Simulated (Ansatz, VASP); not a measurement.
**One calculation of SnTe, two programs**

INCAR

```
PREC = Accurate
ENCUT = 520
EDIFF = 1E-8
ISMEAR = -1
SIGMA = 0.08
LREAL = F
LASPH = T
NELM = 100
ALGO = Normal
ISIF = 2
LWAVE = F
LCHARG = F
LEFG = T
NBANDS = 17
```

Contents of KPOINTS:

```
Automatic mesh
0
Gamma
  11 11 11
```

Contents of POSCAR:

```
SnTe
1.0
    0.0000000000      3.1565000000      3.0618050000
    3.1565000000      0.0000000000      3.0618050000
    3.1565000000      3.1565000000      0.0000000000
Sn Te
1 1
Direct
    0.0000000000      0.0000000000      0.0000000000
    0.5000000000      0.5000000000      0.5000000000
```

Input for Ansatz:

```yaml
crystal:
  lattice:
    - [0.0, 3.1565, 3.061805]
    - [3.1565, 0.0, 3.061805]
    - [3.1565, 3.1565, 0.0]
  atoms:
    - { symbol: Sn, position: [0.0, 0.0, 0.0] }
    - { symbol: Te, position: [0.5, 0.5, 0.5] }
kpoints:
  mp_grid: { grid: [11, 11, 11] }
scf:
  occupations: { method: fermi_dirac, width: 0.08 }
hamiltonian:
  xc: lda
  pseudopotentials: { kind: all_electron, datasets: crystal }
output:
  forces: true
  stress: true
  eigenvalues: true
  efg: { contact_densities: true }
```

Change from the starting cell: zz strain of -3 %, crystal datasets.

Alike in both runs: task electric field gradients; functional LDA; k mesh 11 × 11 × 11; occupations fermi-dirac, width 0.08 eV; no spin polarisation.

|  | VASP | Ansatz |
| --- | --- | --- |
| version | VASP 6.6.1 | Ansatz 0.2.0 |
| potentials or method | VASP PAW LDA potentials, release 64 (Sn_d, Te), cutoff 520 eV | all-electron PAW with datasets made for the crystal, scalar-relativistic |

Ansatz gave:

| Quantity | Value |
| --- | --- |
| pressure (GPa) | -0.2 |
| traceless stress, the component that is largest in VASP (GPa) | 2.97 |
| size of Vzz on the site where it differs most (V/Å²) | 12.7 |

**Question.** What did VASP give for the same quantities?

**Answer.** Pressure (GPa): -0.1; traceless stress, the component that is largest in VASP (GPa): 2.99; size of Vzz on the site where it differs most (V/Å²): 14.4.

LDA's correlation is that of Perdew and Zunger in VASP and of Perdew and Wang (1992) in Ansatz. Ansatz ran all-electron here, and VASP with PAW potentials.

Neither program's run includes spin-orbit coupling.
